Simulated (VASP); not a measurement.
# Mg8O9 (a cell with a defect) in VASP: a series of runs, part 2 of 3

VASP 6.6.1.

## 3. Single point, PBEsol, collinear spin, zero start

Input file INCAR:

```
SYSTEM = Mg8O9
ALGO = Normal
EDIFF = 1E-6
ENCUT = 520
GGA = PS
ISIF = 2
ISMEAR = -1
ISPIN = 2
LASPH = .TRUE.
LCHARG = .TRUE.
LELF = .TRUE.
LORBIT = 11
LREAL = Auto
LVHAR = .TRUE.
LWAVE = .FALSE.
MAGMOM = 0 0 0 0 0 0 0 0 0 0 0 0 0 0 0 0 0
NBANDS = 53
NELM = 150
PREC = Accurate
SIGMA = 0.05
```

Input file KPOINTS:

```
k-points
0
G
  2 2 2
  0 0 0
```

Input file POSCAR:

```
Mg8O9
1.0
    0.0000000000      3.8950000000      3.8950000000
    3.8950000000      0.0000000000      3.8950000000
    3.8950000000      3.8950000000      0.0000000000
Mg O
8 9
Direct
    0.0240693196     -0.0077406932     -0.0373684211
   -0.0232092426      0.0290372272      0.4710397946
   -0.0079204108      0.5328754814     -0.0584210526
    0.0167265725      0.4562644416      0.4596277279
    0.5095507060      0.0526572529     -0.1010012837
    0.5068549422     -0.0018998716      0.4579460847
    0.5031450578      0.4735173299     -0.0499486521
    0.5220924262      0.5564441592      0.4013992298
    0.2545186136      0.2496148909      0.2152888318
    0.2694865212      0.2503337612      0.6925160462
    0.1608087291      0.7067394095      0.3618870347
    0.2634146341      0.7586649551      0.6874711168
    0.7796919127      0.2608729140      0.1785622593
    0.7556097561      0.2503722721      0.7243388960
    0.7932605905      0.7551347882      0.1821694480
    0.7560718870      0.7277021823      0.7263671374
    0.3640949936      0.7703594352      1.0955198973
```

Potentials or basis: VASP PAW PBE potentials, release 64 (Mg, O).

Launch:

```console
cat potpaw_PBE.64/Mg/POTCAR potpaw_PBE.64/O/POTCAR > POTCAR
mpirun -np 1 vasp_std > vasp.out
```

OUTCAR:

```text
SYSTEM = Mg8O9
   EDIFF = 1E-6
   ENCUT = 520
   GGA = PS
   ISIF = 2
   ISMEAR = -1
   ISPIN = 2
   LASPH = .TRUE.
   LORBIT = 11
   LREAL = Auto
   NELM = 150
   PREC = Accurate

 ion  position               nearest neighbor table
   1  0.024  0.992  0.963-  15 1.82  13 1.89  17 1.93  10 1.96  14 1.98  12 1.99  11 2.21   4 2.67
                             3 2.68   5 2.69   6 2.72   2 2.75   7 2.76   7 2.77   2 2.78   6 2.79
   2  0.977  0.029  0.471-  11 1.79  14 1.85  13 1.93   9 1.95  12 1.97  16 2.05   4 2.44   5 2.47
                            17 2.52   3 2.66   6 2.72   8 2.73   1 2.75   1 2.78   6 2.80   8 2.82
   3  0.992  0.533  0.942-  16 1.77  15 1.81  13 1.89  12 1.94  10 2.07   9 2.09   8 2.56  11 2.62
                             2 2.66   1 2.68   7 2.69   4 2.73   5 2.75   5 2.77   4 2.82   1 2.84
   4  0.017  0.456  0.460-  11 1.66   9 1.76  14 1.83  10 1.90  15 1.97  16 2.10   2 2.44  17 2.58
                             6 2.62   8 2.65   1 2.67   3 2.73   7 2.74   7 2.77   3 2.82   1 2.85
   5  0.510  0.053  0.899-  17 1.71  10 1.75  14 1.75  16 1.98   9 2.03  15 2.21   7 2.45   2 2.47
                             6 2.60   1 2.69   8 2.75   3 2.75   8 2.76   3 2.77  11 2.78   1 2.86
   6  0.507  0.998  0.458-  12 1.88  10 1.90   9 1.93  16 2.02  15 2.03  13 2.09   8 2.56   5 2.60
                             4 2.62   7 2.71   2 2.72   1 2.72   1 2.79   2 2.80   7 2.81   4 2.90
   7  0.503  0.474  0.950-  14 1.76  17 1.83   9 1.85  12 1.97  16 1.98  13 1.98   5 2.45  11 2.56
                             3 2.69   6 2.71   4 2.74   1 2.76   4 2.77   1 2.77   8 2.78   8 2.80
   8  0.522  0.556  0.401-  11 1.82  15 1.84  17 1.85  12 1.92  13 2.03  10 2.18  14 2.19   6 2.56
                             3 2.56   4 2.65   2 2.73   5 2.75   5 2.76   7 2.78   7 2.80   2 2.82
   9  0.255  0.250  0.215-   4 1.76   7 1.85   6 1.93   2 1.95   5 2.03   3 2.09
  10  0.269  0.250  0.693-   5 1.75   6 1.90   4 1.90   1 1.96   3 2.07   8 2.18
  11  0.161  0.707  0.362-  17 1.33   4 1.66   2 1.79   8 1.82   1 2.21   7 2.56   3 2.62   5 2.78

  12  0.263  0.759  0.687-   6 1.88   8 1.92   3 1.94   7 1.97   2 1.97   1 1.99
  13  0.780  0.261  0.179-   1 1.89   3 1.89   2 1.93   7 1.98   8 2.03   6 2.09
  14  0.756  0.250  0.724-   5 1.75   7 1.76   4 1.83   2 1.85   1 1.98   8 2.19
  15  0.793  0.755  0.182-   3 1.81   1 1.82   8 1.84   4 1.97   6 2.03   5 2.21
  16  0.756  0.728  0.726-   3 1.77   7 1.98   5 1.98   6 2.02   2 2.05   4 2.10
  17  0.364  0.770  0.096-  11 1.33   5 1.71   7 1.83   8 1.85   1 1.93   2 2.52   4 2.58

[... 1026 lines left out ...]

  FORCE on cell =-STRESS in cart. coord.  units (eV):
  Direction    XX          YY          ZZ          XY          YZ          ZX
  --------------------------------------------------------------------------------------
  -------------------------------------------------------------------------------------
  Total       74.4406196     62.9618775     85.8182900      2.5553739      0.2778281     -2.0401350
  in kB     1009.1789420    853.5635697   1163.4241033     34.6427736      3.7664685    -27.6577662
  external PRESSURE =    1008.7222050 kB  Pullay stress =       0.0000000 kB

 VOLUME and BASIS-vectors are now :
 -----------------------------------------------------------------------------
  energy-cutoff  :      520.00
  volume of cell :      118.18
      direct lattice vectors                 reciprocal lattice vectors
     0.000000000  3.895000000  3.895000000    -0.128369705  0.128369705  0.128369705
     3.895000000  0.000000000  3.895000000     0.128369705 -0.128369705  0.128369705
     3.895000000  3.895000000  0.000000000     0.128369705  0.128369705 -0.128369705

 POSITION                                       TOTAL-FORCE (eV/Angst)
 -----------------------------------------------------------------------------------
      7.61430      3.84320      3.95860        -0.031777     -0.223231      1.170681
      1.94780      5.63930      3.91770        -0.848012      0.108872     -0.315050
      5.74300      7.53160      5.93970        -2.918885      1.809959      0.264910
      3.56740      1.85540      1.84230         2.827348     -0.637388     -2.931524
      3.70670      5.48630      2.18980         0.676467      2.779620     -0.139475
      5.67130      3.75790      5.86180        -0.920424      1.174374      1.419288
[... 9 lines left out ...]
      5.66360      5.77410      5.77930        -0.165419     -3.705727      1.290940
      3.37260      1.79020      4.41870        -2.481608     -1.029631      0.349611
 -----------------------------------------------------------------------------------
    total drift:                               -0.000531      0.002909     -0.003394

  FREE ENERGIE OF THE ION-ELECTRON SYSTEM (eV)
  ---------------------------------------------------
  free  energy   TOTEN  =       -90.1455446178 eV

  energy  without entropy=      -90.1455446178  energy(sigma->0) =      -90.14554462

 total charge

# of ion       s       p       d       tot
------------------------------------------
    1        0.196   0.287   0.158   0.640
    2        0.212   0.310   0.167   0.689
    3        0.210   0.310   0.170   0.689
    4        0.241   0.372   0.215   0.828
    5        0.238   0.361   0.206   0.804
    6        0.192   0.272   0.140   0.604
[... 9 lines left out ...]
   16        1.554   3.693   0.000   5.247
   17        1.601   3.705   0.000   5.306
--------------------------------------------------
tot         15.784  35.942   1.400  53.127

 magnetization (x)

# of ion       s       p       d       tot
------------------------------------------
    1        0.000   0.000  -0.000   0.000
    2        0.000  -0.000   0.000  -0.000
    3        0.000  -0.000  -0.000  -0.000
    4       -0.000  -0.000   0.000  -0.000
    5        0.000   0.000   0.000   0.000
    6       -0.000  -0.000  -0.000  -0.000
[... 9 lines left out ...]
   16        0.000   0.000   0.000   0.000
   17       -0.000  -0.000   0.000  -0.000
--------------------------------------------------
tot          0.000   0.000  -0.000   0.000
```

stdout:

```text
POSCAR found type information on POSCAR MgO
 POSCAR found :  2 types and      17 ions
 scaLAPACK will be used
 -----------------------------------------------------------------------------
|                                                                             |
|                                                                             |
|     You enforced a specific xc type in the INCAR file but a different       |
|     I HOPE YOU KNOW WHAT YOU ARE DOING!                                     |
|                                                                             |
 -----------------------------------------------------------------------------

 LDA part: xc-table for (Slater+PW92), standard interpolation
 POSCAR, INCAR and KPOINTS ok, starting setup
 FFT: planning ... GRIDC
 FFT: planning ... GRID_SOFT
 FFT: planning ... GRID
 WAVECAR not read
 entering main loop
```

Wall time 3.7 min (1 thread of Intel Xeon Platinum 8375C at 2.90GHz (Ice Lake), shared host); peak memory 0.34 GiB.

Results:

```
Free energy                                           : -90.1455 eV
Pressure                                              : 100.9 GPa
Largest force                                         : 4.122 eV/Å
Band gap on the k mesh                                : 5.40 eV
Net moment                                            : 0.00 μB per cell
Valence electrons inside the program's atomic spheres : Mg 0.64, 0.69, 0.83, 0.80, 0.60, 0.72, 0.65 (each value once); O 5.27, 5.33, 5.25, 5.23, 5.31 (each value once)
```

Forces in eV/Å, atoms in the order of the input:
```
Mg  -0.032 -0.223  1.171
Mg  -0.848  0.109 -0.315
Mg  -2.919  1.810  0.265
Mg   2.827 -0.637 -2.932
Mg   0.676  2.780 -0.139
Mg  -0.920  1.174  1.419
Mg   1.639  0.293  2.374
Mg  -0.614  2.478 -2.413
O   -2.958 -0.857 -0.263
O    0.331 -0.977 -0.166
O    3.246 -1.975  1.038
O    0.969  1.105 -0.179
O    1.475  0.825 -1.990
O   -2.371 -0.987  1.526
O    2.145 -0.182 -1.036
O   -0.165 -3.706  1.291
O   -2.482 -1.030  0.350
```

Levels at points of the mesh, in eV from the valence-band top:
Spin up:
```tsv
k point	band 31	band 32	band 33	band 34	band 35	band 36	band 37	band 38	band 39	band 40
(0.00, 0.00, 0.00)	-2.11	-1.85	-1.57	-1.51	-1.43	5.40	6.80	6.99	7.26	7.34
(0.50, 0.00, 0.00)	-2.07	-1.97	-1.75	-1.39	-0.37	6.24	7.21	7.45	8.48	8.76
(0.00, 0.50, 0.00)	-2.24	-2.18	-1.87	-1.64	-0.31	7.08	7.31	7.84	8.50	8.68
(0.00, 0.00, 0.50)	-2.13	-1.92	-1.37	-1.10	-0.02	5.92	7.25	7.54	8.53	8.76
(0.50, 0.50, 0.50)	-2.37	-1.87	-1.79	-1.55	-0.52	7.14	7.35	7.68	8.38	8.67
(0.50, 0.50, 0.00)	-2.46	-2.04	-1.61	-1.13	0.00	6.05	8.24	8.75	9.11	9.32
(0.00, 0.50, 0.50)	-2.46	-2.03	-1.87	-0.98	-0.36	6.17	8.27	8.72	9.09	9.19
(0.50, 0.00, 0.50)	-2.50	-2.36	-2.15	-0.74	-0.17	7.21	8.28	8.63	9.06	9.29
```
Spin down:
| k point | band 32 | band 33 | band 34 | band 35 | band 36 | band 37 | band 38 | band 39 |
| --- | --- | --- | --- | --- | --- | --- | --- | --- |
| (0.00, 0.00, 0.00) | -1.85 | -1.57 | -1.51 | -1.43 | 5.40 | 6.80 | 6.99 | 7.26 |
| (0.50, 0.00, 0.00) | -1.97 | -1.75 | -1.39 | -0.37 | 6.24 | 7.21 | 7.45 | 8.48 |
| (0.00, 0.50, 0.00) | -2.18 | -1.87 | -1.64 | -0.31 | 7.08 | 7.31 | 7.84 | 8.50 |
| (0.00, 0.00, 0.50) | -1.92 | -1.37 | -1.10 | -0.02 | 5.92 | 7.25 | 7.54 | 8.53 |
| (0.50, 0.50, 0.50) | -1.87 | -1.79 | -1.55 | -0.52 | 7.14 | 7.35 | 7.68 | 8.38 |
| (0.50, 0.50, 0.00) | -2.04 | -1.61 | -1.13 | 0.00 | 6.05 | 8.24 | 8.75 | 9.11 |
| (0.00, 0.50, 0.50) | -2.03 | -1.87 | -0.98 | -0.36 | 6.17 | 8.27 | 8.72 | 9.09 |
| (0.50, 0.00, 0.50) | -2.36 | -2.15 | -0.74 | -0.17 | 7.21 | 8.28 | 8.63 | 9.06 |

Caveat: the k points lie up to 0.70 Å⁻¹ apart; the PAW data sets were made with another functional, which shifts forces and pressure a little.

(Part 2 of 3 ends here.)
